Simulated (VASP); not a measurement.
# LiCl in VASP: further runs

Runs on LiCl. Level: PBE. Tasks: single point.

Program: VASP 6.6.1. These are calculated values, not measurements. Logs are shortened: lines on timing, memory, paths and dates and some standing lists are left out, and cuts for length are marked.

## Step 1: The cell of the first run

The structure is tetragonal, space group I4/mmm (No. 139). Conventional cell: a = 3.682 Å, b = 3.682 Å, c = 5.283 Å, α = 90.00°, β = 90.00°, γ = 90.00°. Within 3.4 Å of Li (site symmetry 4/mmm) lie 6 Cl at 2.60 to 2.64 Å. Cl (site symmetry 4/mmm) has 6 Li at 2.60 to 2.64 Å within 3.4 Å.

## Step 2: Single point, PBE (strain +0.015 along x and y, +0.030 along z)

The input, INCAR:

```
SYSTEM = LiCl
ALGO     = Normal         ! electronic algorithm
EDIFF    = 1E-7           ! SCF threshold, eV
ENCUT    = 520            ! plane-wave cutoff, eV
GGA      = PE             ! functional
ISIF     = 2              ! what is computed and relaxed
ISMEAR   = 0              ! smearing method
LASPH    = .True.         ! aspherical terms in the spheres
LCHARG   = .False.        ! write CHGCAR
LREAL    = .False.        ! projectors in reciprocal space
LWAVE    = .False.        ! write WAVECAR
NBANDS   = 12             ! bands
NELM     = 60             ! most SCF steps
PREC     = Accurate       ! precision mode
SIGMA    = 0.05           ! smearing width, eV
```

The input, KPOINTS:

```
k-points
0
Gamma
  8 8 8
  0 0 0
```

The input, POSCAR:

```
LiCl
1.0
    0.0000000000      2.6032314000      2.6417028000
    2.6032314000      0.0000000000      2.6417028000
    2.6032314000      2.6032314000      0.0000000000
Li Cl
1 1
Direct
    0.0000000000      0.0000000000      0.0000000000
    0.5000000000      0.5000000000      0.5000000000
```

Potentials or basis: VASP PAW PBE potentials, release 64 (Li_sv, Cl).

The run is started by

```bash
$ cat potpaw_PBE.64/Li_sv/POTCAR potpaw_PBE.64/Cl/POTCAR > POTCAR
$ mpirun -np 1 vasp_std > vasp.out
```

OUTCAR:

```text
SYSTEM = LiCl
   EDIFF = 1E-7
   ENCUT = 520
   GGA = PE
   ISIF = 2
   ISMEAR = 0
   LASPH = .True.
   LREAL = .False.
   NELM = 60
   PREC = Accurate

 ion  position               nearest neighbor table
   1  0.000  0.000  0.000-   2 2.60   2 2.60   2 2.60   2 2.60
   2  0.500  0.500  0.500-   1 2.60   1 2.60   1 2.60   1 2.60

  LATTYP: Found a body centered tetragonal cell.
 ALAT       =     3.6815251519
 C/A-ratio  =     1.4351132702

  Lattice vectors:

 A1 = (  -2.6032314000,   0.0000000000,   2.6417028000)
 A2 = (   2.6032314000,   0.0000000000,   2.6417028000)
 A3 = (   0.0000000000,   2.6032314000,  -2.6417028000)

Analysis of symmetry for initial positions (statically):
=====================================================================
 Subroutine PRICEL returns:
 Original cell was already a primitive cell.

 Routine SETGRP: Setting up the symmetry group for a
 body centered tetragonal supercell.

 Subroutine GETGRP returns: Found 16 space group operations
 (whereof 16 operations were pure point group operations)
 out of a pool of 16 trial point group operations.

The static configuration has the point symmetry D_4h.

Analysis of symmetry for dynamics (positions and initial velocities):
=====================================================================
 Subroutine PRICEL returns:
 Original cell was already a primitive cell.

 Routine SETGRP: Setting up the symmetry group for a
 body centered tetragonal supercell.

 Subroutine GETGRP returns: Found 16 space group operations
 (whereof 16 operations were pure point group operations)
 out of a pool of 16 trial point group operations.

The dynamic configuration has the point symmetry D_4h.

 Subroutine INISYM returns: Found 16 space group operations
 (whereof 16 operations are pure point group operations),
 and found     1 'primitive' translations

----------------------------------------------------------------------------------------

                                     Primitive cell

  volume of cell :      35.8047

  direct lattice vectors                    reciprocal lattice vectors
     0.000000000  2.603231400  2.641702800    -0.192068980  0.192068980  0.189271859
     2.603231400  0.000000000  2.641702800     0.192068980 -0.192068980  0.189271859
     2.603231400  2.603231400  0.000000000     0.192068980  0.192068980 -0.189271859

  length of vectors
     3.708828306  3.708828306  3.681525152     0.331066191  0.331066191  0.331066191

  position of ions in fractional coordinates (direct lattice)
     0.000000000  0.000000000  0.000000000
     0.500000000  0.500000000  0.500000000

  ion indices of the primitive-cell ions
   primitive index   ion index
                 1           1
                 2           2

----------------------------------------------------------------------------------------

 KPOINTS: k-points

Automatic generation of k-mesh.
 Grid dimensions read from file:
 generate k-points for:    8    8    8

 Generating k-lattice:

  Cartesian coordinates                     Fractional coordinates (reciprocal lattice)
    -0.024008623  0.024008623  0.023658982     0.125000000  0.000000000  0.000000000
     0.024008623 -0.024008623  0.023658982     0.000000000  0.125000000  0.000000000
     0.024008623  0.024008623 -0.023658982    -0.000000000 -0.000000000  0.125000000

  Length of vectors
     0.041383274  0.041383274  0.041383274

  Shift w.r.t. Gamma in fractional coordinates (k-lattice)
     0.000000000  0.000000000  0.000000000

 Subroutine IBZKPT returns following result:
 ===========================================

 Found     59 irreducible k-points:

 Following reciprocal coordinates:
            Coordinates               Weight
  0.000000  0.000000  0.000000      1.000000
  0.125000 -0.000000  0.000000      8.000000
  0.250000 -0.000000  0.000000      8.000000
  0.375000 -0.000000  0.000000      8.000000
  0.500000 -0.000000  0.000000      4.000000
  0.125000  0.125000  0.000000      2.000000
[... 16 lines left out ...]
  0.250000 -0.000000  0.125000     16.000000
  0.375000 -0.000000  0.125000     16.000000
 [... further k-points ...]
   k-points           NKPTS =     59   k-points in BZ     NKDIM =     59   number of bands    NBANDS=     12
   number of dos      NEDOS =    301   number of ions     NIONS =      2
   total plane-waves  NPLWV =  21952
   dimension x,y,z NGX =    28 NGY =   28 NGZ =   28
   dimension x,y,z NGXF=    56 NGYF=   56 NGZF=   56
   ions per type =               1   1
   NGX,Y,Z   is equivalent  to a cutoff of  12.55, 12.55, 12.64 a.u.
   NGXF,Y,Z  is equivalent  to a cutoff of  25.10, 25.10, 25.29 a.u.
 SYSTEM =  LiCl
   PREC   = accura    normal or accurate (medium, high low for compatibility)
   ISTART =      0    job   : 0-new  1-cont  2-samecut
   ICHARG =      2    charge: 1-file 2-atom 10-const
   ISPIN  =      1    spin polarized calculation?
   LNONCOLLINEAR =      F non collinear calculations
   LSORBIT =      F    spin-orbit coupling
   LASPH  =      T    aspherical Exc in radial PAW
   ENCUT  =  520.0 eV  38.22 Ry    6.18 a.u.   6.90  6.90  6.85*2*pi/ulx,y,z
   NELM   =     60;   NELMIN=  2; NELMDL= -5     # of ELM steps
   EDIFF  = 0.1E-06   stopping-criterion for ELM
   LREAL  =      F    real-space projection
   EDIFFG = 0.1E-05   stopping-criterion for IOM
   NSW    =      0    number of steps for IOM
   IBRION =     -1    ionic relax: 0-MD 1-quasi-New 2-CG
   NFREE  =      0    steps in history (QN), initial steepest desc. (CG)
   ISIF   =      2    stress and relaxation
   ISYM   =      2    0-nonsym 1-usesym 2-fastsym
   POTIM  = 0.5000    time-step for ionic-motion
   TEBEG  =    0.0;   TEEND  =   0.0 temperature during run
   PSTRESS=    0.0 pullay stress
   NELECT =      10.0000    total number of electrons
   NUPDOWN=      -1.0000    fix difference up-down
   EMIN   =  10.00;   EMAX   =-10.00  energy-range for DOS
   EFERMI =   0.00;   METHOD = LEGACY
   ISMEAR =     0;   SIGMA  =   0.05  broadening in eV -4-tet -1-fermi 0-gaus
   EFERMI_NEDOS =   21; number of points for ismear=-14 and -15
   IALGO  =     38    algorithm
   IMIX   =      4    mixing-type and parameters
     AMIX     =   0.40;   BMIX     =  1.00
     AMIX_MAG =   1.60;   BMIX_MAG =  1.00
  volume/ion in A,a.u.               =      17.90       120.81
  Fermi-wavevector in a.u.,A,eV,Ry     =   1.070110  2.022214 15.580507  1.145135
  Thomas-Fermi vector in A             =   2.205810
   LORBIT       =      0    0 simple, 1 ext, 2 COOP (PROOUT), +10 PAW based schemes
   GGA     = PE    functional components
   LHFCALC =     F    Hartree Fock is set to
   AEXX    =    0.0000 exact exchange contribution
   IVDW    =     0    specifies the selected vdW correction
   LEPSILON=     F    determine dielectric tensor
   LRPA    =     F    only Hartree local field effects (RPA)
 non-spin polarized calculation
 Gauss-broadening in eV      SIGMA  =   0.05
  energy-cutoff  :      520.00
  volume of cell :       35.80
 maximum number of plane-waves:       974
   NGX = 13   NGY = 13   NGZ = 13

 number of electron      10.0000008 magnetization

 Free energy of the ion-electron system (eV)
  ---------------------------------------------------
  ext. energy  EPLUGINS =         0.00000000
  ---------------------------------------------------
  free energy    TOTEN  =        -7.37847504 eV

  energy without entropy =       -7.37847504  energy(sigma->0) =       -7.37847504

 E-fermi :   0.4605     XC(G=0):  -8.4769

 val. band max:        0.1752238315   @ k =   0.0000   0.0000   0.0000
 cond. band min:       6.1657462038   @ k =   0.0000   0.0000   0.0000
 fundamental gap:      5.9905223724
 Fermi energy:         0.4604601629

 k-point     1 :       0.0000    0.0000    0.0000
  band No.  band energies     occupation
      1     -43.4838      2.00000
      2     -13.0480      2.00000
      3       0.1384      2.00000
      4       0.1384      2.00000
      5       0.1752      2.00000
      6       6.1657      0.00000
      7      11.9531      0.00000
      8      12.0759      0.00000
      9      12.0759      0.00000
     10      14.1404      0.00000
     11      14.4133      0.00000
     12      14.4135      0.00000

 k-point     2 :       0.1250   -0.0000    0.0000
  band No.  band energies     occupation
      1     -43.4835      2.00000
      2     -12.9817      2.00000
      3      -0.3342      2.00000
      4       0.1061      2.00000
      5       0.1225      2.00000
      6       6.6216      0.00000
      7      11.2185      0.00000
      8      11.8196      0.00000
      9      11.9601      0.00000
     10      13.0609      0.00000
     11      13.1398      0.00000
     12      14.7863      0.00000

 k-point     3 :       0.2500   -0.0000    0.0000
  band No.  band energies     occupation
      1     -43.4828      2.00000
      2     -12.8138      2.00000
      3      -1.3020      2.00000
      4       0.0272      2.00000
      5       0.0321      2.00000
      6       7.1489      0.00000
      7      10.6805      0.00000
      8      10.8294      0.00000
      9      10.8901      0.00000
     10      13.9501      0.00000
     11      13.9543      0.00000
     12      15.3287      0.00000
[... 286 lines left out ...]
 k-point    23 :       0.2500   -0.0000    0.1250
  band No.  band energies     occupation
      1     -43.4829      2.00000
      2     -12.8213      2.00000
      3      -1.0440      2.00000
      4      -0.1613      2.00000
      5      -0.0913      2.00000
      6       7.5643      0.00000
      7      10.3693      0.00000
      8      10.4185      0.00000
      9      11.5935      0.00000
     10      12.6961      0.00000
     11      14.8613      0.00000
     12      16.0305      0.00000

 k-point    24 :       0.3750   -0.0000    0.1250
  band No.  band energies     occupation
      1     -43.4822      2.00000
      2     -12.6408      2.00000
      3      -1.8663      2.00000
      4      -0.2553      2.00000
      5      -0.2398      2.00000
      6       7.6549      0.00000
      7       9.6838      0.00000
      8      10.6688      0.00000
      9      10.9332      0.00000
     10      14.0197      0.00000
     11      16.2525      0.00000
     12      16.8368      0.00000

 [... further k-points ...]
[... 5 lines left out ...]
  --------------------------------------------------------------------------------------
  -------------------------------------------------------------------------------------
  Total       -0.3008142     -0.3008142     -0.3658918      0.0000000     -0.0000000     -0.0000000
  in kB      -13.4607548    -13.4607548    -16.3728286      0.0000000     -0.0000000     -0.0000000
  external PRESSURE =     -14.4314461 kB  Pullay stress =       0.0000000 kB

 VOLUME and BASIS-vectors are now :
 -----------------------------------------------------------------------------
  energy-cutoff  :      520.00
  volume of cell :       35.80
      direct lattice vectors                 reciprocal lattice vectors
     0.000000000  2.603231400  2.641702800    -0.192068980  0.192068980  0.189271859
     2.603231400  0.000000000  2.641702800     0.192068980 -0.192068980  0.189271859
     2.603231400  2.603231400  0.000000000     0.192068980  0.192068980 -0.189271859

 POSITION                                       TOTAL-FORCE (eV/Angst)
 -----------------------------------------------------------------------------------
      0.00000      0.00000      0.00000         0.000000     -0.000000      0.000000
      2.60323      2.60323      2.64170        -0.000000      0.000000     -0.000000
 -----------------------------------------------------------------------------------
    total drift:                                0.000000      0.000000      0.000000

  FREE ENERGIE OF THE ION-ELECTRON SYSTEM (eV)
  ---------------------------------------------------
  free  energy   TOTEN  =        -7.3784750389 eV

  energy  without entropy=       -7.3784750389  energy(sigma->0) =       -7.37847504
```

Run time: 11 s. Hardware: 1 thread of Intel Xeon 6975P-C (Granite Rapids), shared host; peak memory 0.15 GiB.

Results:

```yaml
Free_energy: -7.3785 eV
Band_gap_on_the_k_mesh: 5.99 eV, direct
```

Caveat: the cell differs from its parent crystal (strain +0.015 along x and y, +0.030 along z); the cutoff is under 1.25 times the usual one of these potentials, so pressure, stress and relaxed cells hold a basis-set (Pulay) error. A k mesh can miss the band edges.

## Step 3: Single point, PBE (strain +0.030 along x and y, +0.015 along z)

The input, INCAR:

```
SYSTEM = LiCl
PREC = Accurate ; ENCUT = 520
EDIFF = 1E-7 ; ISMEAR = 0
SIGMA = 0.05 ; LREAL = .False.
LASPH = .True. ; NELM = 60
ALGO = Normal ; ISIF = 2
LWAVE = .False. ; LCHARG = .False.
GGA = PE ; NBANDS = 12
```

The input, KPOINTS:

```
Automatic mesh
0
Gamma
  8 8 8
  0 0 0
```

The input, POSCAR:

```
LiCl
1.0
    0.0000000000      2.6417028000      2.6032314000
    2.6417028000      0.0000000000      2.6032314000
    2.6417028000      2.6417028000      0.0000000000
Li Cl
1 1
Direct
    0.0000000000      0.0000000000      0.0000000000
    0.5000000000      0.5000000000      0.5000000000
```

Potentials or basis: VASP PAW PBE potentials, release 64 (Li_sv, Cl).

The run is started by

```bash
$ cat potpaw_PBE.64/Li_sv/POTCAR potpaw_PBE.64/Cl/POTCAR > POTCAR
$ mpirun -np 1 vasp_std > vasp.out
```

Wall time 11 s (1 thread of Intel Xeon 6975P-C (Granite Rapids), shared host); peak memory 0.16 GiB.

Results (log left out):

```yaml
Free_energy: -7.3734 eV
Band_gap_on_the_k_mesh: 5.93 eV, direct
```

Levels at points of the mesh, in eV from the valence-band top:
```
           k point  band 1  band 2  band 3  band 4  band 5  band 6  band 7  band 8  band 9  band 10
(0.00, 0.00, 0.00)  -43.68  -13.17   -0.04    0.00    0.00    5.93   11.82   11.82   11.94    13.98
(0.50, 0.00, 0.00)  -43.68  -12.69   -2.54   -0.25   -0.22    6.66    9.38    9.50   12.22    16.39
(0.50, 0.50, 0.00)  -43.68  -12.48   -2.59   -1.01   -1.01    7.69    8.33   11.95   13.48    13.48
(0.50, 0.00, 0.50)  -43.68  -12.50   -2.58   -1.02   -0.93    7.71    8.40   11.75   13.45    13.72
```

Caveat: the cell differs from its parent crystal (strain +0.030 along x and y, +0.015 along z); the cutoff is under 1.25 times the usual one of these potentials, so pressure, stress and relaxed cells hold a basis-set (Pulay) error. A k mesh can miss the band edges.

## Step 4: Single point, PBE (strain -0.030 along x and y, -0.030 along z)

The input, INCAR:

```
SYSTEM = LiCl
PREC = Accurate ; ENCUT = 520
EDIFF = 1E-6 ; ISMEAR = 0
SIGMA = 0.05 ; LREAL = .FALSE.
LASPH = .TRUE. ; NELM = 60
ALGO = Normal ; ISIF = 2
LWAVE = .FALSE. ; LCHARG = .FALSE.
GGA = PE ; NBANDS = 12
```

The input, KPOINTS:

```
Automatic mesh
0
G
  8 8 8
  0 0 0
```

The input, POSCAR:

```
LiCl
1.0
    0.0000000000      2.4878172000      2.4878172000
    2.4878172000      0.0000000000      2.4878172000
    2.4878172000      2.4878172000      0.0000000000
Li Cl
1 1
Direct
    0.0000000000      0.0000000000      0.0000000000
    0.5000000000      0.5000000000      0.5000000000
```

The run is started by

```bash
$ cat potpaw_PBE.64/Li_sv/POTCAR potpaw_PBE.64/Cl/POTCAR > POTCAR
$ mpirun -np 1 vasp_std > vasp.out
```

Wall time 7 s (1 thread of Intel Xeon Platinum 8375C at 2.90GHz (Ice Lake), shared host); peak memory 0.15 GiB.

Results (log left out):

| Quantity | Value |
| --- | --- |
| Free energy | -7.3473 eV |
| Band gap on the k mesh | 6.85 eV, indirect (least direct gap 6.90 eV) |

Levels at points of the mesh, in eV from the valence-band top:
| k point | band 1 | band 2 | band 3 | band 4 | band 5 | band 6 | band 7 | band 8 | band 9 | band 10 |
| --- | --- | --- | --- | --- | --- | --- | --- | --- | --- | --- |
| (0.00, 0.00, 0.00) | -43.38 | -13.74 | 0.00 | 0.00 | 0.00 | 6.90 | 12.00 | 12.00 | 12.00 | 14.87 |
| (0.50, 0.00, 0.00) | -43.38 | -13.04 | -3.20 | -0.30 | -0.30 | 6.85 | 9.53 | 9.53 | 13.96 | 17.54 |
| (0.50, 0.50, 0.00) | -43.38 | -12.73 | -3.33 | -1.28 | -1.28 | 8.09 | 8.14 | 13.25 | 14.84 | 14.84 |

Caveat: the cell differs from its parent crystal (strain -0.030 along x and y, -0.030 along z); the cutoff is under 1.25 times the usual one of these potentials, so pressure, stress and relaxed cells hold a basis-set (Pulay) error.

## Step 5: Single point, PBE (strain -0.015 along x and y, -0.015 along z)

The input, INCAR:

```
PREC = Accurate
ENCUT = 520
EDIFF = 1E-6
ISMEAR = 0
SIGMA = 0.05
LREAL = F
LASPH = T
NELM = 100
ALGO = Normal
ISIF = 2
LWAVE = F
LCHARG = T
GGA = PE
LELF = T
LVHAR = T
NBANDS = 12
```

The input, KPOINTS:

```
regular mesh
0
Gamma
  8 8 8
```

The input, POSCAR:

```
LiCl
1.0
    0.0000000000      2.5262886000      2.5262886000
    2.5262886000      0.0000000000      2.5262886000
    2.5262886000      2.5262886000      0.0000000000
Li Cl
1 1
Direct
    0.0000000000      0.0000000000      0.0000000000
    0.5000000000      0.5000000000      0.5000000000
```

The run is started by

```bash
$ cat potpaw_PBE.64/Li_sv/POTCAR potpaw_PBE.64/Cl/POTCAR > POTCAR
$ mpirun -np 1 vasp_std > vasp.out
```

It took 8.2 s on 1 thread of Intel Xeon Platinum 8375C at 2.90GHz (Ice Lake), shared host; peak memory 0.15 GiB.

It converged, with:

* Free energy: -7.3747 eV
* Band gap on the k mesh: 6.61 eV, direct

Levels at points of the mesh, in eV from the valence-band top:
```tsv
k point	band 1	band 2	band 3	band 4	band 5	band 6	band 7	band 8	band 9	band 10
(0.00, 0.00, 0.00)	-43.45	-13.56	0.00	0.00	0.00	6.61	11.97	11.97	11.97	14.75
(0.50, 0.00, 0.00)	-43.44	-12.93	-3.00	-0.28	-0.28	6.81	9.52	9.52	13.46	17.22
(0.50, 0.50, 0.00)	-43.44	-12.65	-3.10	-1.19	-1.19	7.99	8.22	12.83	14.47	14.47
```

Caveat: the cell differs from its parent crystal (strain -0.015 along x and y, -0.015 along z); the cutoff is under 1.25 times the usual one of these potentials, so pressure, stress and relaxed cells hold a basis-set (Pulay) error.

## Step 6: Summary

```tsv
cell	gap on the mesh (eV)
a = 3.709, b = 3.709, c = 3.682 Å, angles 60.2, 60.2, 59.5°, 2 atoms	5.99
a = 3.709, b = 3.709, c = 3.736 Å, angles 59.8, 59.8, 60.5°, 2 atoms	5.93
a = 3.518 Å, angles 60.0°, 2 atoms	6.85
a = 3.573 Å, angles 60.0°, 2 atoms	6.61
```

Alike in all rows: task single point; level PBE; potentials or basis VASP PAW PBE potentials, release 64 (Li_sv, Cl); no spin polarisation; k mesh 8 × 8 × 8; cutoff (eV) 520; smearing gaussian 0.05 eV.

Caveats: the cutoff is under 1.25 times the usual one of these potentials, so pressure, stress and relaxed cells hold a basis-set (Pulay) error.

Absolute energies hang on the potentials; compare differences alone.
